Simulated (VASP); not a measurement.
# MgO (I4/mmm) in VASP: notebook, part 2 of 2

VASP 6.6.1. The steps go on from the part before.

### 3 Single point, r2SCAN (biaxial strain in the a-b plane: +3.0 %, then relaxed in part)

Input file POSCAR:

```
MgO
1.0
    2.1652669820      2.1652669820      0.0000000000
   -2.1652669820      2.1652669820      0.0000000000
    0.0000000000      0.0000000000      4.1333496661
Mg O
2 2
Direct
    0.0000000000      0.0000000000      0.0000000000
    0.5000000000      0.5000000000      0.5000000000
    0.5000000000      0.5000000000      0.0000000000
    0.0000000000      0.0000000000      0.5000000000
```

Input file INCAR.step1:

```
  ALGO = Normal
  EDIFF = 1E-5
  ENCUT = 920
  GGA = PE
  GGA_COMPAT = False
  ISMEAR = 0
  LASPH = True
  LCHARG = False
  LREAL = False
  LWAVE = True
  NBANDS = 24
  NELM = 120
  PREC = Accurate
  SIGMA = 0.02
```

Input file INCAR.step2:

```
  ALGO = Normal
  EDIFF = 1E-6
  ENCUT = 920
  GGA_COMPAT = False
  ISIF = 2
  ISMEAR = 0
  ISTART = 1
  LASPH = True
  LCHARG = False
  LMIXTAU = True
  LREAL = False
  LWAVE = False
  METAGGA = R2SCAN
  NBANDS = 24
  NELM = 120
  PREC = Accurate
  SIGMA = 0.02
```

Input file KPOINTS:

```
k-points
0
Gamma
  8 8 6
```

Potentials or basis: VASP PAW PBE potentials, release 64 (Mg_sv, O).

Started as:

```
> cat potpaw_PBE.64/Mg_sv/POTCAR potpaw_PBE.64/O/POTCAR > POTCAR
> cp INCAR.step1 INCAR
> mpirun -np 1 vasp_std > vasp.out
> cp INCAR.step2 INCAR
> mpirun -np 1 vasp_std > vasp.out
```

OUTCAR:

```text
EDIFF = 1E-6
   ENCUT = 920
   ISIF = 2
   ISMEAR = 0
   ISTART = 1
   LASPH = True
   LREAL = False
   METAGGA = R2SCAN
   NELM = 120
   PREC = Accurate

 ion  position               nearest neighbor table
   1  0.000  0.000  0.000-   4 2.07   4 2.07
   2  0.500  0.500  0.500-   3 2.07   3 2.07
   3  0.500  0.500  0.000-   2 2.07   2 2.07
   4  0.000  0.000  0.500-   1 2.07   1 2.07

  LATTYP: Found a simple tetragonal cell.
 ALAT       =     3.0621499321
 C/A-ratio  =     1.3498194921

  Lattice vectors:

 A1 = (   2.1652669820,   2.1652669820,   0.0000000000)
 A2 = (  -2.1652669820,   2.1652669820,   0.0000000000)
 A3 = (   0.0000000000,   0.0000000000,   4.1333496661)

Analysis of symmetry for initial positions (statically):
=====================================================================
 Subroutine PRICEL returns following result:

  LATTYP: Found a body centered tetragonal cell.
 ALAT       =     3.0621499321
 C/A-ratio  =     1.3498194921

  Lattice vectors:

 A1 = (   0.0000000000,  -2.1652669820,  -2.0666748331)
 A2 = (   0.0000000000,   2.1652669820,  -2.0666748330)
 A3 = (   2.1652669820,   0.0000000000,   2.0666748331)

   2 primitive cells build up your supercell.

 Routine SETGRP: Setting up the symmetry group for a
 simple tetragonal supercell.

 Subroutine GETGRP returns: Found 16 space group operations
 (whereof 16 operations were pure point group operations)
 out of a pool of 16 trial point group operations.

The static configuration has the point symmetry D_4h.

Analysis of symmetry for dynamics (positions and initial velocities):
=====================================================================
 Subroutine PRICEL returns following result:

  LATTYP: Found a body centered tetragonal cell.
 ALAT       =     3.0621499321
 C/A-ratio  =     1.3498194921

  Lattice vectors:

 A1 = (   0.0000000000,  -2.1652669820,  -2.0666748331)
 A2 = (   0.0000000000,   2.1652669820,  -2.0666748330)
 A3 = (   2.1652669820,   0.0000000000,   2.0666748331)

   2 primitive cells build up your supercell.

 Routine SETGRP: Setting up the symmetry group for a
 simple tetragonal supercell.

 Subroutine GETGRP returns: Found 16 space group operations
 (whereof 16 operations were pure point group operations)
 out of a pool of 16 trial point group operations.

The dynamic configuration has the point symmetry D_4h.

 Subroutine INISYM returns: Found 16 space group operations
 (whereof 16 operations are pure point group operations),
 and found     2 'primitive' translations

----------------------------------------------------------------------------------------

                                     Primitive cell

  volume of cell :      19.3787
[... 29 lines left out ...]
     0.028864801  0.028864801  0.000000000     0.125000000  0.000000000  0.000000000
    -0.028864801  0.028864801  0.000000000     0.000000000  0.125000000  0.000000000
     0.000000000  0.000000000  0.040322421     0.000000000  0.000000000  0.166666667

  Length of vectors
     0.040820993  0.040820993  0.040322421

  Shift w.r.t. Gamma in fractional coordinates (k-lattice)
     0.000000000  0.000000000  0.000000000

 Subroutine IBZKPT returns following result:
 ===========================================

 Found     60 irreducible k-points:

 Following reciprocal coordinates:
            Coordinates               Weight
  0.000000  0.000000  0.000000      1.000000
  0.125000  0.000000  0.000000      4.000000
  0.250000  0.000000  0.000000      4.000000
  0.375000  0.000000  0.000000      4.000000
  0.500000  0.000000  0.000000      2.000000
  0.125000  0.125000  0.000000      4.000000
[... 16 lines left out ...]
  0.375000  0.125000  0.166667     16.000000
  0.500000  0.125000  0.166667      8.000000
 [... further k-points ...]
   k-points           NKPTS =     60   k-points in BZ     NKDIM =     60   number of bands    NBANDS=     24
   number of dos      NEDOS =    301   number of ions     NIONS =      4
   total plane-waves  NPLWV =  37800
   dimension x,y,z NGX =    30 NGY =   30 NGZ =   42
   dimension x,y,z NGXF=    60 NGYF=   60 NGZF=   84
   ions per type =               2   2
   NGX,Y,Z   is equivalent  to a cutoff of  16.29, 16.29, 16.89 a.u.
   NGXF,Y,Z  is equivalent  to a cutoff of  32.57, 32.57, 33.79 a.u.
 SYSTEM =  unknown system
   PREC   = accura    normal or accurate (medium, high low for compatibility)
   ISTART =      1    job   : 0-new  1-cont  2-samecut
   ICHARG =      0    charge: 1-file 2-atom 10-const
   ISPIN  =      1    spin polarized calculation?
   LNONCOLLINEAR =      F non collinear calculations
   LSORBIT =      F    spin-orbit coupling
   LASPH  =      T    aspherical Exc in radial PAW
   ENCUT  =  920.0 eV  67.62 Ry    8.22 a.u.   7.57  7.57 10.22*2*pi/ulx,y,z
   NELM   =    120;   NELMIN=  2; NELMDL=  0     # of ELM steps
   EDIFF  = 0.1E-05   stopping-criterion for ELM
   LREAL  =      F    real-space projection
   EDIFFG = 0.1E-04   stopping-criterion for IOM
   NSW    =      0    number of steps for IOM
   IBRION =     -1    ionic relax: 0-MD 1-quasi-New 2-CG
   NFREE  =      0    steps in history (QN), initial steepest desc. (CG)
   ISIF   =      2    stress and relaxation
   ISYM   =      2    0-nonsym 1-usesym 2-fastsym
   POTIM  = 0.5000    time-step for ionic-motion
   TEBEG  =    0.0;   TEEND  =   0.0 temperature during run
   PSTRESS=    0.0 pullay stress
   NELECT =      32.0000    total number of electrons
   NUPDOWN=      -1.0000    fix difference up-down
   EMIN   =  10.00;   EMAX   =-10.00  energy-range for DOS
   EFERMI =   0.00;   METHOD = LEGACY
   ISMEAR =     0;   SIGMA  =   0.02  broadening in eV -4-tet -1-fermi 0-gaus
   EFERMI_NEDOS =   21; number of points for ismear=-14 and -15
   IALGO  =     38    algorithm
   IMIX   =      4    mixing-type and parameters
     AMIX     =   0.40;   BMIX     =  1.00
     AMIX_MAG =   1.60;   BMIX_MAG =  1.00
  volume/ion in A,a.u.               =       9.69        65.39
  Fermi-wavevector in a.u.,A,eV,Ry     =   1.535818  2.902276 32.092572  2.358738
  Thomas-Fermi vector in A             =   2.642554
   LORBIT       =      0    0 simple, 1 ext, 2 COOP (PROOUT), +10 PAW based schemes
   METAGGA = R2SCAN    functional components
   LHFCALC =     F    Hartree Fock is set to
   AEXX    =    0.0000 exact exchange contribution
   IVDW    =     0    specifies the selected vdW correction
   LEPSILON=     F    determine dielectric tensor
   LRPA    =     F    only Hartree local field effects (RPA)
 non-spin polarized calculation
 Gauss-broadening in eV      SIGMA  =   0.02
  energy-cutoff  :      920.00
  volume of cell :       38.76
 maximum number of plane-waves:      2484
   NGX = 15   NGY = 15   NGZ = 21

 number of electron      32.0000015 magnetization

 Free energy of the ion-electron system (eV)
  ---------------------------------------------------
  ext. energy  EPLUGINS =         0.00000000
  ---------------------------------------------------
  free energy    TOTEN  =       -32.25420721 eV

  energy without entropy =      -32.25420721  energy(sigma->0) =      -32.25420721

 E-fermi :   2.3935     XC(G=0): -11.8357

 val. band max:        2.2865416992   @ k =   0.0000   0.0000   0.0000
 cond. band min:       7.5217906719   @ k =   0.0000   0.0000   0.0000
 fundamental gap:      5.2352489727
 Fermi energy:         2.3935495403

 k-point     1 :       0.0000    0.0000    0.0000
  band No.  band energies     occupation
      1     -72.8462      2.00000
      2     -72.8364      2.00000
      3     -37.9767      2.00000
      4     -37.9745      2.00000
      5     -37.9745      2.00000
      6     -37.9466      2.00000
[... 637 lines left out ...]
     23      19.9993      0.00000
     24      19.9993      0.00000

 [... further k-points ...]

------------------------ aborting loop because EDIFF is reached ----------------------------------------

  FORCE on cell =-STRESS in cart. coord.  units (eV):
  Direction    XX          YY          ZZ          XY          YZ          ZX
  --------------------------------------------------------------------------------------
  -------------------------------------------------------------------------------------
  Total       -1.9780223     -1.9780223      0.1879924      0.0000000      0.0000000     -0.0000000
  in kB      -81.7686304    -81.7686304      7.7713405      0.0000000      0.0000000     -0.0000000
  external PRESSURE =     -51.9219735 kB  Pullay stress =       0.0000000 kB

 VOLUME and BASIS-vectors are now :
 -----------------------------------------------------------------------------
  energy-cutoff  :      920.00
  volume of cell :       38.76
      direct lattice vectors                 reciprocal lattice vectors
     2.165266982  2.165266982  0.000000000     0.230918406  0.230918406  0.000000000
    -2.165266982  2.165266982  0.000000000    -0.230918406  0.230918406  0.000000000
     0.000000000  0.000000000  4.133349666     0.000000000  0.000000000  0.241934528

 POSITION                                       TOTAL-FORCE (eV/Angst)
 -----------------------------------------------------------------------------------
      0.00000      0.00000      0.00000         0.000000     -0.000000      0.000000
      0.00000      2.16527      2.06667        -0.000000      0.000000     -0.000000
      0.00000      2.16527      0.00000         0.000000      0.000000      0.000000
      0.00000      0.00000      2.06667         0.000000     -0.000000      0.000000
 -----------------------------------------------------------------------------------
    total drift:                               -0.000000      0.000000      0.000000

  FREE ENERGIE OF THE ION-ELECTRON SYSTEM (eV)
  ---------------------------------------------------
  free  energy   TOTEN  =       -32.2542072079 eV

  energy  without entropy=      -32.2542072079  energy(sigma->0) =      -32.25420721
```

Run time: 2.9 min. Hardware: 1 thread of Intel Xeon 6975P-C (Granite Rapids), shared host; peak memory 0.26 GiB.

What came out:

```yaml
Free_energy: -32.2542 eV
Pressure: -5.2 GPa
Band_gap_on_the_k_mesh: 5.24 eV
```

Levels at points of the mesh, in eV from the valence-band top:
```tsv
k point	band 13	band 14	band 15	band 16	band 17	band 18	band 19	band 20
(0.00, 0.00, 0.00)	-1.48	-0.11	0.00	0.00	5.24	9.63	10.72	14.29
(0.50, 0.00, 0.00)	-1.95	-1.95	-0.72	-0.72	10.03	10.03	12.86	12.86
(0.50, 0.50, 0.00)	-1.43	-1.43	-1.14	-1.14	10.14	10.14	10.74	10.74
(0.00, 0.00, 0.50)	-0.81	-0.81	-0.81	-0.81	8.62	8.62	11.83	11.83
(0.50, 0.00, 0.50)	-0.72	-0.72	-0.63	-0.63	8.54	8.54	13.36	13.36
(0.50, 0.50, 0.50)	-2.82	-2.82	-1.89	-1.89	12.43	12.43	12.43	12.43
```

Caveat: the cell differs from its parent crystal (biaxial strain in the a-b plane: +3.0 %, then relaxed in part); the stress differs along the axes, from -8 to 1 GPa; the PAW data sets were made with another functional, which shifts forces and pressure a little.
